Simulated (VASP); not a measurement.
# ScPbBr5 (Immm) in VASP: single point with PBEsol

Aim: the single point of ScPbBr5 with PBEsol.

All numbers are computed with VASP 6.6.1; they aren't measurements. Logs are shortened: lines on timing, memory, paths and dates and some standing lists are left out, and cuts for length are marked.

### 1 The cell of the first run

It takes space group Immm (No. 71, orthorhombic). The conventional cell has a = 5.164 Å, b = 8.792 Å, c = 11.014 Å, α = 90.00°, β = 90.00°, γ = 90.00°. Within 3.4 Å of Sc (site symmetry mmm) lie 6 Br at 2.58 to 2.66 Å. Within 3.8 Å of Pb (site symmetry mmm) lie 6 Br at 2.91 to 3.11 Å. Br (site symmetry m2m) has 1 Sc at 2.66 Å and 2 Pb at 3.11 Å and 1 Br at 3.47 Å within 3.5 Å. Br (site symmetry mm2) has 1 Sc at 2.59 Å and 1 Pb at 2.91 Å within 3.4 Å. Within 3.4 Å of Br (site symmetry mmm) lie 2 Sc at 2.58 Å.

### 2 Single point, PBEsol

Input file INCAR:

```
SYSTEM = ScPbBr5
PREC = Accurate ; ENCUT = 520
EDIFF = 1E-6 ; ISMEAR = -1
SIGMA = 0.03 ; LREAL = .FALSE.
LASPH = .TRUE. ; NELM = 100
ALGO = Normal ; ISIF = 2
LWAVE = .FALSE. ; LCHARG = .FALSE.
GGA = PS ; NBANDS = 39
```

Input file KPOINTS:

```
regular mesh
0
G
  6 6 6
  0 0 0
```

Input file POSCAR:

```
ScPbBr5
1.0
   -2.5818877175      4.3959543566      5.5068741603
    2.5818877175     -4.3959543566      5.5068741603
    2.5818877175      4.3959543566     -5.5068741603
Sc Pb Br
1 1 5
Direct
    0.5000000000      0.5000000000      0.0000000000
    0.0000000000      0.0000000000      0.0000000000
    0.8023866116      0.5000000000      0.3023866116
    0.1976133884      0.5000000000      0.6976133884
    0.2645667264      0.2645667264      0.0000000000
    0.7354332736      0.7354332736      0.0000000000
    0.5000000000      0.0000000000      0.5000000000
```

Potentials or basis: VASP PAW PBE potentials, release 64 (Sc_sv, Pb_d, Br).

Run with:

```bash
$ cat potpaw_PBE.64/Sc_sv/POTCAR potpaw_PBE.64/Pb_d/POTCAR potpaw_PBE.64/Br/POTCAR > POTCAR
$ mpirun -np 1 vasp_std > vasp.out
```

OUTCAR:

```text
SYSTEM = ScPbBr5
   PREC = Accurate
   ENCUT = 520
   EDIFF = 1E-6
   ISMEAR = -1
   LREAL = .FALSE.
   LASPH = .TRUE.
   NELM = 100
   ISIF = 2
   GGA = PS

 ion  position               nearest neighbor table
   1  0.500  0.500  0.000-   7 2.58   7 2.58   5 2.59   6 2.59   3 2.66   4 2.66
   2  0.000  0.000  0.000-   5 2.91   6 2.91   4 3.11   3 3.11   4 3.11   3 3.11
   3  0.802  0.500  0.302-   1 2.66   2 3.11   2 3.11
   4  0.198  0.500  0.698-   1 2.66   2 3.11   2 3.11
   5  0.265  0.265  0.000-   1 2.59   2 2.91
   6  0.735  0.735  0.000-   1 2.59   2 2.91
   7  0.500  0.000  0.500-   1 2.58   1 2.58

  LATTYP: Found a body centered orthorhombic cell.
 ALAT       =     5.1637754350
 B/A-ratio  =     1.7026125214
 C/A-ratio  =     2.1328867723

  Lattice vectors:

 A1 = (  -2.5818877175,   4.3959543566,   5.5068741603)
 A2 = (   2.5818877175,  -4.3959543566,   5.5068741603)
 A3 = (   2.5818877175,   4.3959543566,  -5.5068741603)

Analysis of symmetry for initial positions (statically):
=====================================================================
 Subroutine PRICEL returns:
 Original cell was already a primitive cell.

 Routine SETGRP: Setting up the symmetry group for a
 body centered orthorhombic supercell.

 Subroutine GETGRP returns: Found  8 space group operations
 (whereof  8 operations were pure point group operations)
 out of a pool of  8 trial point group operations.

The static configuration has the point symmetry D_2h.

Analysis of symmetry for dynamics (positions and initial velocities):
=====================================================================
 Subroutine PRICEL returns:
 Original cell was already a primitive cell.

 Routine SETGRP: Setting up the symmetry group for a
 body centered orthorhombic supercell.

 Subroutine GETGRP returns: Found  8 space group operations
 (whereof  8 operations were pure point group operations)
 out of a pool of  8 trial point group operations.

The dynamic configuration has the point symmetry D_2h.

 Subroutine INISYM returns: Found  8 space group operations
 (whereof  8 operations are pure point group operations),
 and found     1 'primitive' translations

----------------------------------------------------------------------------------------

                                     Primitive cell

  volume of cell :     250.0090

  direct lattice vectors                    reciprocal lattice vectors
    -2.581887717  4.395954357  5.506874160     0.000000000  0.113740944  0.090795610
     2.581887717 -4.395954357  5.506874160     0.193656756  0.000000000  0.090795610
     2.581887717  4.395954357 -5.506874160     0.193656756  0.113740944  0.000000000

  length of vectors
     7.504413495  7.504413495  7.504413495     0.145536405  0.213884974  0.224588383

  position of ions in fractional coordinates (direct lattice)
     0.500000000  0.500000000  0.000000000
     0.000000000  0.000000000  0.000000000
     0.802386612  0.500000000  0.302386612
     0.197613388  0.500000000  0.697613388
     0.264566726  0.264566726  0.000000000
     0.735433274  0.735433274  0.000000000
     0.500000000  0.000000000  0.500000000

  ion indices of the primitive-cell ions
   primitive index   ion index
                 1           1
                 2           2
                 3           3
                 4           4
                 5           5
                 6           6
                 7           7

----------------------------------------------------------------------------------------

 KPOINTS: regular mesh

Automatic generation of k-mesh.
 Grid dimensions read from file:
 generate k-points for:    6    6    6

 Generating k-lattice:

  Cartesian coordinates                     Fractional coordinates (reciprocal lattice)
     0.000000000  0.018956824  0.015132602     0.166666667  0.000000000  0.000000000
     0.032276126  0.000000000  0.015132602     0.000000000  0.166666667 -0.000000000
     0.032276126  0.018956824  0.000000000     0.000000000 -0.000000000  0.166666667

  Length of vectors
     0.024256068  0.035647496  0.037431397

  Shift w.r.t. Gamma in fractional coordinates (k-lattice)
     0.000000000  0.000000000  0.000000000

 Subroutine IBZKPT returns following result:
 ===========================================

 Found     46 irreducible k-points:

 Following reciprocal coordinates:
            Coordinates               Weight
  0.000000  0.000000  0.000000      1.000000
  0.166667  0.000000  0.000000      4.000000
  0.333333  0.000000 -0.000000      4.000000
  0.500000  0.000000 -0.000000      2.000000
 -0.000000  0.166667  0.000000      4.000000
  0.166667  0.166667  0.000000      8.000000
[... 16 lines left out ...]
 -0.166667  0.166667  0.166667      2.000000
  0.166667  0.333333  0.166667      4.000000
 [... further k-points ...]
   k-points           NKPTS =     46   k-points in BZ     NKDIM =     46   number of bands    NBANDS=     39
   number of dos      NEDOS =    301   number of ions     NIONS =      7
   total plane-waves  NPLWV = 175616
   dimension x,y,z NGX =    56 NGY =   56 NGZ =   56
   dimension x,y,z NGXF=   112 NGYF=  112 NGZF=  112
   ions per type =               1   1   5
   NGX,Y,Z   is equivalent  to a cutoff of  12.41, 12.41, 12.41 a.u.
   NGXF,Y,Z  is equivalent  to a cutoff of  24.81, 24.81, 24.81 a.u.
 SYSTEM =  ScPbBr5
   PREC   = accura    normal or accurate (medium, high low for compatibility)
   ISTART =      0    job   : 0-new  1-cont  2-samecut
   ICHARG =      2    charge: 1-file 2-atom 10-const
   ISPIN  =      1    spin polarized calculation?
   LNONCOLLINEAR =      F non collinear calculations
   LSORBIT =      F    spin-orbit coupling
   LASPH  =      T    aspherical Exc in radial PAW
   ENCUT  =  520.0 eV  38.22 Ry    6.18 a.u.  13.95 13.95 13.95*2*pi/ulx,y,z
   NELM   =    100;   NELMIN=  2; NELMDL= -5     # of ELM steps
   EDIFF  = 0.1E-05   stopping-criterion for ELM
   LREAL  =      F    real-space projection
   EDIFFG = 0.1E-04   stopping-criterion for IOM
   NSW    =      0    number of steps for IOM
   IBRION =     -1    ionic relax: 0-MD 1-quasi-New 2-CG
   NFREE  =      0    steps in history (QN), initial steepest desc. (CG)
   ISIF   =      2    stress and relaxation
   ISYM   =      2    0-nonsym 1-usesym 2-fastsym
   POTIM  = 0.5000    time-step for ionic-motion
   TEBEG  =    0.0;   TEEND  =   0.0 temperature during run
   PSTRESS=    0.0 pullay stress
   NELECT =      60.0000    total number of electrons
   NUPDOWN=      -1.0000    fix difference up-down
   EMIN   =  10.00;   EMAX   =-10.00  energy-range for DOS
   EFERMI =   0.00;   METHOD = LEGACY
   ISMEAR =    -1;   SIGMA  =   0.03  broadening in eV -4-tet -1-fermi 0-gaus
   EFERMI_NEDOS =   21; number of points for ismear=-14 and -15
   IALGO  =     38    algorithm
   IMIX   =      4    mixing-type and parameters
     AMIX     =   0.40;   BMIX     =  1.00
     AMIX_MAG =   1.60;   BMIX_MAG =  1.00
  volume/ion in A,a.u.               =      35.72       241.02
  Fermi-wavevector in a.u.,A,eV,Ry     =   1.017357  1.922526 14.082236  1.035015
  Thomas-Fermi vector in A             =   2.150753
   LORBIT       =      0    0 simple, 1 ext, 2 COOP (PROOUT), +10 PAW based schemes
   GGA     = PS    functional components
   LHFCALC =     F    Hartree Fock is set to
   AEXX    =    0.0000 exact exchange contribution
   IVDW    =     0    specifies the selected vdW correction
   LEPSILON=     F    determine dielectric tensor
   LRPA    =     F    only Hartree local field effects (RPA)
 non-spin polarized calculation
  energy-cutoff  :      520.00
  volume of cell :      250.01
 maximum number of plane-waves:      6763
   NGX = 27   NGY = 27   NGZ = 27

 number of electron      59.9999997 magnetization

 Free energy of the ion-electron system (eV)
  ---------------------------------------------------
  ext. energy  EPLUGINS =         0.00000000
  ---------------------------------------------------
  free energy    TOTEN  =       -28.57829438 eV

  energy without entropy =      -28.57829438  energy(sigma->0) =      -28.57829438

 E-fermi :   0.5234     XC(G=0):  -7.8249

 val. band max:       -0.2786074624   @ k =   0.5000   0.5000  -0.0000
 cond. band min:       1.8449393709   @ k =   0.5000   0.0000  -0.0000
 fundamental gap:      2.1235468333
 Fermi energy:         0.5234255429

 k-point     1 :       0.0000    0.0000    0.0000
  band No.  band energies     occupation
      1     -49.1552      2.00000
      2     -27.9241      2.00000
      3     -27.8588      2.00000
      4     -27.8255      2.00000
      5     -16.3827      2.00000
      6     -16.3435      2.00000
[... 31 lines left out ...]
     38       4.2423      0.00000
     39       5.3659      0.00000

 k-point     2 :       0.1667    0.0000    0.0000
  band No.  band energies     occupation
      1     -49.1552      2.00000
      2     -27.9241      2.00000
      3     -27.8588      2.00000
      4     -27.8255      2.00000
      5     -16.3828      2.00000
      6     -16.3435      2.00000
[... 31 lines left out ...]
     38       4.5888      0.00000
     39       5.6072      0.00000

 k-point     3 :       0.3333    0.0000   -0.0000
  band No.  band energies     occupation
      1     -49.1552      2.00000
      2     -27.9241      2.00000
      3     -27.8588      2.00000
      4     -27.8255      2.00000
      5     -16.3828      2.00000
      6     -16.3435      2.00000
[... 31 lines left out ...]
     38       5.0837      0.00000
     39       6.2004      0.00000

 k-point     4 :       0.5000    0.0000   -0.0000
  band No.  band energies     occupation
      1     -49.1552      2.00000
      2     -27.9241      2.00000
      3     -27.8588      2.00000
      4     -27.8255      2.00000
      5     -16.3829      2.00000
      6     -16.3435      2.00000
[... 31 lines left out ...]
     38       5.3524      0.00000
     39       6.9270      0.00000
[... 754 lines left out ...]
     38       5.5598      0.00000
     39       7.0131      0.00000

 k-point    23 :      -0.1667    0.1667    0.1667
  band No.  band energies     occupation
      1     -49.1552      2.00000
      2     -27.9311      2.00000
      3     -27.8586      2.00000
      4     -27.8253      2.00000
      5     -16.3779      2.00000
      6     -16.3719      2.00000
[... 31 lines left out ...]
     38       4.7670      0.00000
     39       6.5305      0.00000

 k-point    24 :       0.1667    0.3333    0.1667
  band No.  band energies     occupation
      1     -49.1552      2.00000
      2     -27.9335      2.00000
      3     -27.8585      2.00000
      4     -27.8252      2.00000
      5     -16.3817      2.00000
      6     -16.3766      2.00000
[... 31 lines left out ...]
     38       5.9184      0.00000
     39       6.9723      0.00000

 [... further k-points ...]
[... 5 lines left out ...]
  --------------------------------------------------------------------------------------
  -------------------------------------------------------------------------------------
  Total        0.0776976      0.0643756      0.0706134      0.0000000      0.0000000      0.0000000
  in kB        0.4979237      0.4125495      0.4525247      0.0000000      0.0000000      0.0000000
  external PRESSURE =       0.4543326 kB  Pullay stress =       0.0000000 kB

 VOLUME and BASIS-vectors are now :
 -----------------------------------------------------------------------------
  energy-cutoff  :      520.00
  volume of cell :      250.01
      direct lattice vectors                 reciprocal lattice vectors
    -2.581887717  4.395954357  5.506874160     0.000000000  0.113740944  0.090795610
     2.581887717 -4.395954357  5.506874160     0.193656756  0.000000000  0.090795610
     2.581887717  4.395954357 -5.506874160     0.193656756  0.113740944  0.000000000

 POSITION                                       TOTAL-FORCE (eV/Angst)
 -----------------------------------------------------------------------------------
      0.00000      0.00000      5.50687         0.000000     -0.000000      0.000000
      0.00000      0.00000      0.00000         0.000000     -0.000000      0.000000
      0.00000      2.65856      5.50687         0.000000      0.016932     -0.000000
      2.58189      1.73740      0.00000        -0.000000     -0.016932      0.000000
      0.00000      0.00000      2.91387        -0.000000     -0.000000     -0.016509
      0.00000      0.00000      8.09988         0.000000     -0.000000      0.016509
      0.00000      4.39595      0.00000         0.000000     -0.000000      0.000000
 -----------------------------------------------------------------------------------
    total drift:                                0.000000      0.000000     -0.000000

  FREE ENERGIE OF THE ION-ELECTRON SYSTEM (eV)
  ---------------------------------------------------
  free  energy   TOTEN  =       -28.5782943784 eV

  energy  without entropy=      -28.5782943784  energy(sigma->0) =      -28.57829438
```

Run time: 5.5 min. Hardware: 1 thread of AMD EPYC 9R45 (Zen 5), shared host; peak memory 0.68 GiB.

What came out:

| Item | Value |
| --- | --- |
| Free energy | -28.5783 eV |
| Pressure | 0.0 GPa |
| Largest force | 0.017 eV/Å |
| Band gap on the k mesh | 2.12 eV (least direct gap 2.45 eV) |

Forces on the atoms (eV/Å):
```
Sc   0.000  0.000  0.000
Pb   0.000  0.000  0.000
Br   0.000  0.017  0.000
Br   0.000 -0.017  0.000
Br   0.000  0.000 -0.017
Br   0.000  0.000  0.017
Br   0.000  0.000  0.000
```

Caveat: the PAW data sets were made with another functional, which shifts forces and pressure a little; spin-orbit coupling is left out, which moves the levels of the heavy elements.
